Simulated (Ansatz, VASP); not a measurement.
# FeCo: VASP beside Ansatz

```xyz
2
Lattice="2.8330 0.0000 0.0000 0.0000 2.8330 0.0000 0.0000 0.0000 2.8330" Properties=species:S:1:pos:R:3 pbc="T T T"
Fe    1.4165    1.4165    1.4165
Co    0.0000    0.0000    0.0000
```

Alike in both runs: task electric field gradients; functional PBE; k mesh 11 × 11 × 11; occupations fermi-dirac, width 0.05 eV; collinear spin.

|  | VASP | Ansatz |
| --- | --- | --- |
| version | VASP 6.6.1 | Ansatz 0.2.0 |
| potentials or method | VASP PAW PBE potentials, release 64 (Fe, Co), cutoff 520 eV | PAW with Ansatz's default frozen-core files, scalar-relativistic |
| valence electrons in the cell | 17 | 33 |

Ansatz gave:

| Item | Value |
| --- | --- |
| gap on the k mesh at the Fermi level (eV) | none |
| pressure (GPa) | 2.1 |
| net moment per atom (μB) | 2.24 |
| size of the moment on the site where the two differ most (μB) | 1.81 |

Question: What did VASP give for the same quantities?

Answer: gap on the k mesh at the Fermi level (eV): none; pressure (GPa): 1.5; net moment per atom (μB): 2.23; size of the moment on the site where the two differ most (μB): 1.74.

Site moments also hang on the region over which each program counts them. A gap of «none» marks a metal or a gap that the smearing closes. VASP's potentials hold 17 valence electrons a cell and Ansatz's 33, so a difference there can come from the potentials and not from the codes.
